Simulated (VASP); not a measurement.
# CrSi8Mo3 in VASP: further runs, part 2 of 2

VASP 6.6.1. Earlier steps stand in the parts before.

## 4. Single point, PBE

INCAR

```
PREC     = Accurate       # precision mode
ENCUT    = 520            # plane-wave cutoff, eV
EDIFF    = 1E-6           # SCF threshold, eV
ISMEAR   = 0              # smearing method
SIGMA    = 0.2            # smearing width, eV
LREAL    = False          # projectors in reciprocal space
LASPH    = True           # aspherical terms in the spheres
NELM     = 60             # most SCF steps
ALGO     = Normal         # electronic algorithm
ISIF     = 2              # what is computed and relaxed
LWAVE    = False          # write WAVECAR
LCHARG   = False          # write CHGCAR
GGA      = PE             # functional
NBANDS   = 55             # bands
```

KPOINTS

```
Automatic mesh
0
Gamma
  6 6 4
```

POSCAR

```
CrSi8Mo3
1.0
    4.5096727000      0.0000000000      0.0000000000
    0.0000000000      4.5096727000      0.0000000000
    0.0000000000      0.0000000000      7.7968965000
Cr Si Mo
1 8 3
Direct
    0.0000000000      0.0000000000      0.5000000000
    0.0000000000      0.5000000000      0.6615480000
    0.0000000000      0.0000000000      0.1702970000
    0.5000000000      0.5000000000      0.1657770000
    0.5000000000      0.0000000000      0.6615480000
    0.0000000000      0.5000000000      0.3384520000
    0.0000000000      0.0000000000      0.8297030000
    0.5000000000      0.5000000000      0.8342230000
    0.5000000000      0.0000000000      0.3384520000
    0.0000000000      0.5000000000      0.0000000000
    0.5000000000      0.5000000000      0.5000000000
    0.5000000000      0.0000000000      0.0000000000
```

Potentials or basis: VASP PAW PBE potentials, release 64 (Cr_pv, Si, Mo_sv).

On the command line:

```bash
cat potpaw_PBE.64/Cr_pv/POTCAR potpaw_PBE.64/Si/POTCAR potpaw_PBE.64/Mo_sv/POTCAR > POTCAR
mpirun -np 1 vasp_std > vasp.out
```

OUTCAR:

```text
PREC = Accurate
   ENCUT = 520
   EDIFF = 1E-6
   ISMEAR = 0
   LREAL = False
   LASPH = True
   NELM = 60
   ISIF = 2
   GGA = PE

 ion  position               nearest neighbor table
   1  0.000  0.000  0.500-   3 2.57   7 2.57   5 2.58   6 2.58   2 2.58   9 2.58   2 2.58   6 2.58
                             5 2.58   9 2.58  11 3.19  11 3.19  11 3.19  11 3.19
   2  0.000  0.500  0.662-   6 2.52   1 2.58  11 2.58   1 2.58  11 2.58   7 2.61   7 2.61   8 2.63
                             8 2.63  10 2.64
   3  0.000  0.000  0.170-   1 2.57   6 2.61   9 2.61   6 2.61   9 2.61  10 2.62  10 2.62  12 2.62
                            12 2.62   7 2.66
   4  0.500  0.500  0.166-   8 2.59  10 2.60  12 2.60  12 2.60  10 2.60  11 2.61   9 2.63   9 2.63
                             6 2.63   6 2.63
   5  0.500  0.000  0.662-   9 2.52   1 2.58  11 2.58  11 2.58   1 2.58   7 2.61   7 2.61   8 2.63
                             8 2.63  12 2.64
   6  0.000  0.500  0.338-   2 2.52   1 2.58  11 2.58   1 2.58  11 2.58   3 2.61   3 2.61   4 2.63
                             4 2.63  10 2.64
   7  0.000  0.000  0.830-   1 2.57   2 2.61   5 2.61   2 2.61   5 2.61  10 2.62  10 2.62  12 2.62
                            12 2.62   3 2.66
   8  0.500  0.500  0.834-   4 2.59  10 2.60  12 2.60  12 2.60  10 2.60  11 2.61   5 2.63   5 2.63
                             2 2.63   2 2.63
   9  0.500  0.000  0.338-   5 2.52   1 2.58  11 2.58  11 2.58   1 2.58   3 2.61   3 2.61   4 2.63
                             4 2.63  12 2.64
  10  0.000  0.500  0.000-   4 2.60   8 2.60   4 2.60   8 2.60   3 2.62   7 2.62   7 2.62   3 2.62
                             2 2.64   6 2.64  12 3.19  12 3.19  12 3.19  12 3.19
  11  0.500  0.500  0.500-   2 2.58   5 2.58   6 2.58   9 2.58   5 2.58   9 2.58   2 2.58   6 2.58
                             8 2.61   4 2.61   1 3.19   1 3.19   1 3.19   1 3.19
  12  0.500  0.000  0.000-   4 2.60   8 2.60   4 2.60   8 2.60   7 2.62   3 2.62   3 2.62   7 2.62
                             5 2.64   9 2.64  10 3.19  10 3.19  10 3.19  10 3.19

  LATTYP: Found a simple tetragonal cell.
 ALAT       =     4.5096727000
 C/A-ratio  =     1.7289273565

  Lattice vectors:

 A1 = (   4.5096727000,   0.0000000000,   0.0000000000)
 A2 = (   0.0000000000,   4.5096727000,   0.0000000000)
 A3 = (   0.0000000000,   0.0000000000,   7.7968965000)

[... 184 lines left out ...]

 number of electron      86.0000015 magnetization

 Free energy of the ion-electron system (eV)
  ---------------------------------------------------
  ext. energy  EPLUGINS =         0.00000000
  ---------------------------------------------------
  free energy    TOTEN  =       -91.06881579 eV

  energy without entropy =      -91.05051683  energy(sigma->0) =      -91.05966631

 E-fermi :  11.8899     XC(G=0): -12.3725

 val. band max:       11.8813272263   @ k =   0.1667   0.1667   0.0000
 cond. band min:      11.8922871069   @ k =   0.3333   0.0000   0.0000
 fundamental gap:      0.0109598806
 Fermi energy:        11.8898634329

 k-point     1 :       0.0000    0.0000    0.0000
  band No.  band energies     occupation
      1     -48.7162      2.00000
      2     -48.7122      2.00000
      3     -48.6785      2.00000
      4     -31.0192      2.00000
      5     -31.0192      2.00000
      6     -30.8994      2.00000
[... 1381 lines left out ...]
     54      15.8503      0.00000
     55      15.9925      0.00000

 [... further k-points ...]

------------------------ aborting loop because EDIFF is reached ----------------------------------------

  FORCE on cell =-STRESS in cart. coord.  units (eV):
  Direction    XX          YY          ZZ          XY          YZ          ZX
  --------------------------------------------------------------------------------------
  -------------------------------------------------------------------------------------
  Total        0.1630507      0.1630507      0.1240706      0.0000000     -0.0000000      0.0000000
  in kB        1.6474845      1.6474845      1.2536248      0.0000000     -0.0000000      0.0000000
  external PRESSURE =       1.5161980 kB  Pullay stress =       0.0000000 kB

 VOLUME and BASIS-vectors are now :
 -----------------------------------------------------------------------------
  energy-cutoff  :      520.00
  volume of cell :      158.57
      direct lattice vectors                 reciprocal lattice vectors
     4.509672700  0.000000000  0.000000000     0.221745583  0.000000000  0.000000000
     0.000000000  4.509672700  0.000000000     0.000000000  0.221745583  0.000000000
     0.000000000  0.000000000  7.796896500     0.000000000  0.000000000  0.128256159

 POSITION                                       TOTAL-FORCE (eV/Angst)
 -----------------------------------------------------------------------------------
      0.00000      0.00000      3.89845        -0.000000      0.000000      0.000000
      0.00000      2.25484      5.15802        -0.000000      0.000000      0.020673
      0.00000      0.00000      1.32779         0.000000      0.000000      0.000889
      2.25484      2.25484      1.29255        -0.000000     -0.000000      0.000407
      2.25484      0.00000      5.15802        -0.000000      0.000000      0.020673
      0.00000      2.25484      2.63888        -0.000000      0.000000     -0.020673
      0.00000      0.00000      6.46911        -0.000000      0.000000     -0.000889
      2.25484      2.25484      6.50435        -0.000000     -0.000000     -0.000407
      2.25484      0.00000      2.63888         0.000000      0.000000     -0.020673
      0.00000      2.25484      0.00000        -0.000000      0.000000      0.000000
      2.25484      2.25484      3.89845        -0.000000      0.000000      0.000000
      2.25484      0.00000      0.00000        -0.000000      0.000000      0.000000
 -----------------------------------------------------------------------------------
    total drift:                                0.000000      0.000000     -0.000000

  FREE ENERGIE OF THE ION-ELECTRON SYSTEM (eV)
  ---------------------------------------------------
  free  energy   TOTEN  =       -91.0688157935 eV

  energy  without entropy=      -91.0505168258  energy(sigma->0) =      -91.05966631
```

stdout:

```text
POSCAR found type information on POSCAR CrSiMo
 POSCAR found :  3 types and      12 ions
 scaLAPACK will be used
 LDA part: xc-table for (Slater+PW92), standard interpolation
 POSCAR, INCAR and KPOINTS ok, starting setup
 FFT: planning ... GRIDC
 FFT: planning ... GRID_SOFT
 FFT: planning ... GRID
 WAVECAR not read
 entering main loop
```

Wall time 16 min (1 thread of AMD EPYC 7R13, shared host); peak memory 0.36 GiB.

What came out:

* Free energy: -91.0688 eV
* Pressure: 0.2 GPa
* Largest force: 0.021 eV/Å
* Band gap on the k mesh: zero (band 43 reaches 12.46 eV, above the bottom of band 44 at 11.65 eV)

Forces on the atoms (eV/Å):
```
Cr   0.000  0.000  0.000
Si   0.000  0.000  0.021
Si   0.000  0.000  0.001
Si   0.000  0.000  0.000
Si   0.000  0.000  0.021
Si   0.000  0.000 -0.021
Si   0.000  0.000 -0.001
Si   0.000  0.000  0.000
Si   0.000  0.000 -0.021
Mo   0.000  0.000  0.000
Mo   0.000  0.000  0.000
Mo   0.000  0.000  0.000
```

Levels at points of the mesh, in eV from the Fermi level:
```tsv
k point	band 39	band 40	band 41	band 42	band 43	band 44	band 45	band 46	band 47	band 48
(0.00, 0.00, 0.00)	-1.35	-0.42	-0.42	-0.34	-0.34	0.18	0.63	1.46	1.85	2.49
(0.50, 0.00, 0.00)	-1.52	-1.47	-1.41	-0.73	-0.59	0.27	0.48	1.25	1.92	2.32
(0.50, 0.50, 0.00)	-1.71	-0.57	-0.52	-0.52	-0.52	1.21	1.36	2.04	2.04	2.93
(0.00, 0.00, 0.50)	-1.83	-1.51	-1.51	0.19	0.28	0.62	0.66	1.45	1.60	1.60
(0.50, 0.00, 0.50)	-2.10	-1.82	-1.80	-1.79	-1.55	1.11	1.28	1.55	1.59	1.70
(0.50, 0.50, 0.50)	-1.79	-0.39	-0.38	-0.38	-0.34	1.27	1.75	2.39	2.39	3.23
```

Spin polarisation is off, so any magnetic state and its effect on volume and gap are missing.

## 5. Single point, PBE

INCAR

```
SYSTEM = CrSi8Mo3
PREC     = Accurate       ! precision mode
ENCUT    = 520            ! plane-wave cutoff, eV
EDIFF    = 1E-6           ! SCF threshold, eV
ISMEAR   = 0              ! smearing method
SIGMA    = 0.1            ! smearing width, eV
LREAL    = .False.        ! projectors in reciprocal space
LASPH    = .True.         ! aspherical terms in the spheres
NELM     = 60             ! most SCF steps
ALGO     = Normal         ! electronic algorithm
ISIF     = 2              ! what is computed and relaxed
LWAVE    = .False.        ! write WAVECAR
LCHARG   = .False.        ! write CHGCAR
GGA      = PE             ! functional
NBANDS   = 55             ! bands
```

KPOINTS

```
Automatic mesh
0
Gamma
  8 8 6
  0 0 0
```

POSCAR is that of step 4.

Potentials or basis: VASP PAW PBE potentials, release 64 (Cr_pv, Si, Mo_sv).

On the command line:

```bash
cat potpaw_PBE.64/Cr_pv/POTCAR potpaw_PBE.64/Si/POTCAR potpaw_PBE.64/Mo_sv/POTCAR > POTCAR
mpirun -np 1 vasp_std > vasp.out
```

OUTCAR:

```text
SYSTEM = CrSi8Mo3
   PREC = Accurate
   ENCUT = 520
   EDIFF = 1E-6
   ISMEAR = 0
   LREAL = .False.
   LASPH = .True.
   NELM = 60
   ISIF = 2
   GGA = PE

 ion  position               nearest neighbor table
   1  0.000  0.000  0.500-   3 2.57   7 2.57   5 2.58   6 2.58   2 2.58   9 2.58   2 2.58   6 2.58
                             5 2.58   9 2.58  11 3.19  11 3.19  11 3.19  11 3.19
   2  0.000  0.500  0.662-   6 2.52   1 2.58  11 2.58   1 2.58  11 2.58   7 2.61   7 2.61   8 2.63
                             8 2.63  10 2.64
   3  0.000  0.000  0.170-   1 2.57   6 2.61   9 2.61   6 2.61   9 2.61  10 2.62  10 2.62  12 2.62
                            12 2.62   7 2.66
   4  0.500  0.500  0.166-   8 2.59  10 2.60  12 2.60  12 2.60  10 2.60  11 2.61   9 2.63   9 2.63
                             6 2.63   6 2.63
   5  0.500  0.000  0.662-   9 2.52   1 2.58  11 2.58  11 2.58   1 2.58   7 2.61   7 2.61   8 2.63
                             8 2.63  12 2.64
   6  0.000  0.500  0.338-   2 2.52   1 2.58  11 2.58   1 2.58  11 2.58   3 2.61   3 2.61   4 2.63
                             4 2.63  10 2.64
   7  0.000  0.000  0.830-   1 2.57   2 2.61   5 2.61   2 2.61   5 2.61  10 2.62  10 2.62  12 2.62
                            12 2.62   3 2.66
   8  0.500  0.500  0.834-   4 2.59  10 2.60  12 2.60  12 2.60  10 2.60  11 2.61   5 2.63   5 2.63
                             2 2.63   2 2.63
   9  0.500  0.000  0.338-   5 2.52   1 2.58  11 2.58  11 2.58   1 2.58   3 2.61   3 2.61   4 2.63
                             4 2.63  12 2.64
  10  0.000  0.500  0.000-   4 2.60   8 2.60   4 2.60   8 2.60   3 2.62   7 2.62   7 2.62   3 2.62
                             2 2.64   6 2.64  12 3.19  12 3.19  12 3.19  12 3.19
  11  0.500  0.500  0.500-   2 2.58   5 2.58   6 2.58   9 2.58   5 2.58   9 2.58   2 2.58   6 2.58
                             8 2.61   4 2.61   1 3.19   1 3.19   1 3.19   1 3.19
  12  0.500  0.000  0.000-   4 2.60   8 2.60   4 2.60   8 2.60   7 2.62   3 2.62   3 2.62   7 2.62
                             5 2.64   9 2.64  10 3.19  10 3.19  10 3.19  10 3.19

  LATTYP: Found a simple tetragonal cell.
 ALAT       =     4.5096727000
 C/A-ratio  =     1.7289273565

  Lattice vectors:

 A1 = (   4.5096727000,   0.0000000000,   0.0000000000)
 A2 = (   0.0000000000,   4.5096727000,   0.0000000000)
 A3 = (   0.0000000000,   0.0000000000,   7.7968965000)

Analysis of symmetry for initial positions (statically):
=====================================================================
[... 188 lines left out ...]
  ---------------------------------------------------
  free energy    TOTEN  =       -91.05174779 eV

  energy without entropy =      -91.04685136  energy(sigma->0) =      -91.04929958

 E-fermi :  11.9702     XC(G=0): -12.3724

 val. band max:       11.9630305634   @ k =   0.2500   0.1250   0.0000
 cond. band min:      11.9712236074   @ k =   0.3750   0.0000   0.0000
 fundamental gap:      0.0081930440
 Fermi energy:        11.9701722248

 k-point     1 :       0.0000    0.0000    0.0000
  band No.  band energies     occupation
      1     -48.7186      2.00000
      2     -48.7029      2.00000
      3     -48.6809      2.00000
      4     -31.0038      2.00000
      5     -31.0038      2.00000
      6     -30.8947      2.00000
[... 1381 lines left out ...]
     54      15.1973      0.00000
     55      15.5647      0.00000

 [... further k-points ...]

------------------------ aborting loop because EDIFF is reached ----------------------------------------

  FORCE on cell =-STRESS in cart. coord.  units (eV):
  Direction    XX          YY          ZZ          XY          YZ          ZX
  --------------------------------------------------------------------------------------
  -------------------------------------------------------------------------------------
  Total        0.1683758      0.1683758      0.1272568      0.0000000      0.0000000      0.0000000
  in kB        1.7012903      1.7012903      1.2858187      0.0000000      0.0000000      0.0000000
  external PRESSURE =       1.5627997 kB  Pullay stress =       0.0000000 kB

 VOLUME and BASIS-vectors are now :
 -----------------------------------------------------------------------------
  energy-cutoff  :      520.00
  volume of cell :      158.57
      direct lattice vectors                 reciprocal lattice vectors
     4.509672700  0.000000000  0.000000000     0.221745583  0.000000000  0.000000000
     0.000000000  4.509672700  0.000000000     0.000000000  0.221745583  0.000000000
     0.000000000  0.000000000  7.796896500     0.000000000  0.000000000  0.128256159

 POSITION                                       TOTAL-FORCE (eV/Angst)
 -----------------------------------------------------------------------------------
      0.00000      0.00000      3.89845        -0.000000     -0.000000      0.000000
      0.00000      2.25484      5.15802        -0.000000      0.000000     -0.001121
      0.00000      0.00000      1.32779        -0.000000     -0.000000      0.009057
      2.25484      2.25484      1.29255        -0.000000      0.000000      0.004125
      2.25484      0.00000      5.15802        -0.000000     -0.000000     -0.001121
      0.00000      2.25484      2.63888        -0.000000      0.000000      0.001121
      0.00000      0.00000      6.46911         0.000000     -0.000000     -0.009057
      2.25484      2.25484      6.50435        -0.000000      0.000000     -0.004125
      2.25484      0.00000      2.63888         0.000000     -0.000000      0.001121
      0.00000      2.25484      0.00000        -0.000000     -0.000000      0.000000
      2.25484      2.25484      3.89845        -0.000000     -0.000000      0.000000
      2.25484      0.00000      0.00000        -0.000000     -0.000000      0.000000
 -----------------------------------------------------------------------------------
    total drift:                                0.000000      0.000000     -0.000000

  FREE ENERGIE OF THE ION-ELECTRON SYSTEM (eV)
  ---------------------------------------------------
  free  energy   TOTEN  =       -91.0517477922 eV

  energy  without entropy=      -91.0468513617  energy(sigma->0) =      -91.04929958
```

Run time: 28 min. Hardware: 1 thread of AMD EPYC 7R13, shared host; peak memory 0.52 GiB.

What came out:

```
Free energy            : -91.0517 eV
Pressure               : 0.2 GPa
Largest force          : 0.009 eV/Å
Band gap on the k mesh : zero (band 43 reaches 12.51 eV, above the bottom of band 44 at 11.74 eV)
```

Forces on the atoms (eV/Å):
```
Cr   0.000  0.000  0.000
Si   0.000  0.000 -0.001
Si   0.000  0.000  0.009
Si   0.000  0.000  0.004
Si   0.000  0.000 -0.001
Si   0.000  0.000  0.001
Si   0.000  0.000 -0.009
Si   0.000  0.000 -0.004
Si   0.000  0.000  0.001
Mo   0.000  0.000  0.000
Mo   0.000  0.000  0.000
Mo   0.000  0.000  0.000
```

Levels at points of the mesh, in eV from the Fermi level:
```csv
k point,band 41,band 42,band 43,band 44,band 45,band 46
"(0.00, 0.00, 0.00)",-0.49,-0.42,-0.42,0.11,0.54,1.39
"(0.50, 0.00, 0.00)",-1.50,-0.81,-0.66,0.20,0.41,1.17
"(0.50, 0.50, 0.00)",-0.60,-0.59,-0.59,1.14,1.28,1.96
"(0.00, 0.00, 0.50)",-1.59,0.12,0.20,0.53,0.58,1.39
"(0.50, 0.00, 0.50)",-1.88,-1.87,-1.63,1.04,1.20,1.47
"(0.50, 0.50, 0.50)",-0.45,-0.45,-0.42,1.20,1.67,2.31
```

Spin polarisation is off, so any magnetic state and its effect on volume and gap are missing.

## 6. Single point, PBE, collinear spin, ferromagnetic start

INCAR

```
PREC = Accurate
ENCUT = 520
EDIFF = 1E-6
ISMEAR = 0
SIGMA = 0.1
LREAL = F
LASPH = T
NELM = 150
ALGO = Normal
ISIF = 2
LWAVE = F
LCHARG = F
ISPIN = 2
MAGMOM = 3 0 0 0 0 0 0 0 0 1 1 1
LORBIT = 11
LMAXMIX = 4
GGA = PE
NBANDS = 59
```

KPOINTS

```
Automatic mesh
0
Gamma
  4 4 2
```

POSCAR is that of step 5.

Potentials or basis: VASP PAW PBE potentials, release 64 (Cr_pv, Si, Mo_sv).

On the command line:

```bash
cat potpaw_PBE.64/Cr_pv/POTCAR potpaw_PBE.64/Si/POTCAR potpaw_PBE.64/Mo_sv/POTCAR > POTCAR
mpirun -np 1 vasp_std > vasp.out
```

It took 2.7 min on 1 thread of Intel Xeon Platinum 8559C (Emerald Rapids), shared host; peak memory 0.4 GiB.

It converged, with:

- Free energy: -91.0219 eV
- Pressure: 0.2 GPa
- Largest force: 0.098 eV/Å
- Band gap on the k mesh: zero (filled and empty bands overlap)
- Net moment: 0.00 μB per cell
- Valence electrons inside the program's atomic spheres: Cr 10.93; Si 1.61, 1.62; Mo 12.67, 12.72

Forces on the atoms (eV/Å):
```
Cr   0.000  0.000  0.000
Si   0.000  0.000  0.098
Si   0.000  0.000  0.038
Si   0.000  0.000  0.071
Si   0.000  0.000  0.098
Si   0.000  0.000 -0.098
Si   0.000  0.000 -0.038
Si   0.000  0.000 -0.071
Si   0.000  0.000 -0.098
Mo   0.000  0.000  0.000
Mo   0.000  0.000  0.000
Mo   0.000  0.000  0.000
```

Stress tensor (GPa, compression positive):
```
0.01 0.00 0.00
0.00 0.01 0.00
0.00 0.00 0.66
```

Levels at points of the mesh, in eV from the Fermi level:
Spin up:
| k point | band 41 | band 42 | band 43 | band 44 | band 45 | band 46 |
| --- | --- | --- | --- | --- | --- | --- |
| (0.00, 0.00, 0.00) | -0.29 | -0.20 | -0.20 | 0.27 | 0.74 | 1.55 |
| (0.50, 0.00, 0.00) | -1.28 | -0.60 | -0.46 | 0.38 | 0.60 | 1.36 |
| (0.50, 0.50, 0.00) | -0.40 | -0.40 | -0.39 | 1.30 | 1.48 | 2.16 |
| (0.00, 0.00, 0.50) | -1.38 | 0.28 | 0.41 | 0.73 | 0.79 | 1.54 |
| (0.50, 0.00, 0.50) | -1.69 | -1.66 | -1.43 | 1.22 | 1.40 | 1.67 |
| (0.50, 0.50, 0.50) | -0.26 | -0.26 | -0.22 | 1.36 | 1.86 | 2.51 |
Spin down:
| k point | band 40 | band 41 | band 42 | band 43 | band 44 | band 45 | band 46 | band 47 |
| --- | --- | --- | --- | --- | --- | --- | --- | --- |
| (0.00, 0.00, 0.00) | -0.29 | -0.29 | -0.20 | -0.20 | 0.27 | 0.74 | 1.55 | 1.97 |
| (0.50, 0.00, 0.00) | -1.35 | -1.28 | -0.60 | -0.46 | 0.38 | 0.60 | 1.36 | 2.05 |
| (0.50, 0.50, 0.00) | -0.44 | -0.40 | -0.40 | -0.39 | 1.30 | 1.48 | 2.16 | 2.16 |
| (0.00, 0.00, 0.50) | -1.38 | -1.38 | 0.28 | 0.41 | 0.73 | 0.79 | 1.54 | 1.73 |
| (0.50, 0.00, 0.50) | -1.70 | -1.69 | -1.66 | -1.43 | 1.22 | 1.40 | 1.67 | 1.71 |
| (0.50, 0.50, 0.50) | -0.26 | -0.26 | -0.26 | -0.22 | 1.36 | 1.86 | 2.51 | 2.51 |

Caveat: the k points lie up to 0.40 Å⁻¹ apart; the starting moments collapsed, and a magnetic state may lie lower.

## 7. Overview

```csv
cell,k mesh,smearing,gap on the mesh (eV),pressure (GPa),largest force (eV/Å)
"a = 4.510, b = 4.510, c = 7.796 Å, 12 atoms",6 × 6 × 4,gaussian 0.2 eV,none,0.1,0.01
"a = 4.510, b = 4.510, c = 7.797 Å, 12 atoms",4 × 4 × 2,gaussian 0.1 eV,none,0.2,0.10
"a = 4.510, b = 4.510, c = 7.797 Å, 12 atoms",6 × 6 × 4,gaussian 0.2 eV,none,0.2,0.02
"a = 4.510, b = 4.510, c = 7.797 Å, 12 atoms",8 × 8 × 6,gaussian 0.1 eV,none,0.2,0.01
```

Alike in all rows: task single point; level PBE; potentials or basis VASP PAW PBE potentials, release 64 (Cr_pv, Si, Mo_sv); no spin polarisation; cutoff (eV) 520.

Caveats: some runs use coarse meshes.

Absolute energies hang on the potentials; compare differences alone.
